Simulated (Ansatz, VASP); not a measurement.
## AlN in VASP and in Ansatz

Contents of INCAR:

```
PREC     = Accurate       # precision mode
ENCUT    = 600            # plane-wave cutoff, eV
EDIFF    = 1E-6           # SCF threshold, eV
ISMEAR   = 0              # smearing method
SIGMA    = 0.1            # smearing width, eV
LREAL    = F              # projectors in reciprocal space
LASPH    = T              # aspherical terms in the spheres
NELM     = 120            # most SCF steps
ALGO     = Normal         # electronic algorithm
ISIF     = 2              # what is computed and relaxed
LWAVE    = F              # write WAVECAR
LCHARG   = F              # write CHGCAR
GGA      = PS             # functional
NBANDS   = 16             # bands
GGA_COMPAT= F
```

File KPOINTS:

```
Automatic mesh
0
Gamma
  6 6 4
```

File POSCAR:

```
AlN
1.0
    3.1056969700      0.0000000000      0.0000000000
   -1.5528484900      2.6896124800      0.0000000000
    0.0000000000      0.0000000000      5.0044531200
Al N
2 2
Direct
    0.3333333300      0.6666666700      0.0000000000
    0.6666666700      0.3333333300      0.5000000000
    0.3333333300      0.6666666700      0.3750000000
    0.6666666700      0.3333333300      0.8750000000
```

Input for Ansatz:

```yaml
crystal:
  lattice:
    - [3.10569697, 0.0, 0.0]
    - [-1.55284849, 2.68961248, 0.0]
    - [0.0, 0.0, 5.00445312]
  atoms:
    - { symbol: Al, position: [0.33333333, 0.66666667, 0.0] }
    - { symbol: Al, position: [0.66666667, 0.33333333, 0.5] }
    - { symbol: "N", position: [0.33333333, 0.66666667, 0.375] }
    - { symbol: "N", position: [0.66666667, 0.33333333, 0.875] }
basis:
  ecutwfc: 420
kpoints:
  mp_grid: { grid: [6, 6, 4] }
hamiltonian:
  xc: pbesol
scf:
  occupations: { method: gaussian, width: 0.1 }
output:
  forces: true
  stress: true
  eigenvalues: true
```

Alike in both runs: task single point; functional PBEsol; k mesh 6 × 6 × 4; occupations gaussian, width 0.1 eV; no spin polarisation.

|  | VASP | Ansatz |
| --- | --- | --- |
| version | VASP 6.6.1 | Ansatz 0.2.0 |
| potentials or method | VASP PAW PBE potentials, release 64 (Al, N), cutoff 600 eV | scalar-relativistic, plane waves, PAW |
| valence electrons in the cell | 16 | 16 |

```tsv
	VASP	Ansatz	Ansatz less VASP
gap on the k mesh at the Fermi level (eV)	4.24	4.22	-0.016
least direct gap on the mesh (eV)	4.24	4.22	-0.016
pressure (GPa)	0.2	0.4	+0.19
traceless stress, the component that is largest in VASP (GPa)	1.46	1.43	-0.033
rms of the force components (eV/Å)	0.226	0.224	-0.0023
```

VASP's potentials were made for PBE, not for PBEsol. Atom by atom the forces differ by 0.002 eV/Å (rms over components).
